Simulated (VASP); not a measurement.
A run of VASP 6.6.1 is set up as follows.

The input INCAR:

```
SYSTEM = Cs
PREC = Accurate
ENCUT = 520
EDIFF = 1E-6
ISMEAR = -1
SIGMA = 0.1
LREAL = .False.
LASPH = .True.
NELM = 60
ALGO = Normal
ISIF = 2
LWAVE = .False.
LCHARG = .False.
GGA = RP
NBANDS = 10
```

File KPOINTS:

```
Automatic mesh
0
Gamma
  7 7 7
  0 0 0
```

The input POSCAR:

```
Cs
1.0
    0.0000000000      4.0312487769      4.0312487769
    4.0312487769      0.0000000000      4.0312487769
    4.0312487769      4.0312487769      0.0000000000
Cs
1
Direct
    0.0000000000      0.0000000000      0.0000000000
```

Potentials or basis: VASP PAW PBE potentials, release 64 (Cs_sv).

Launch:

```bash
$ cat potpaw_PBE.64/Cs_sv/POTCAR > POTCAR
$ mpirun -np 1 vasp_std > vasp.out
```

(1) Estimate the pressure.

Answers

(1) 0.0 GPa.

Caveat: the PAW data sets were made with another functional, which shifts forces and pressure a little.
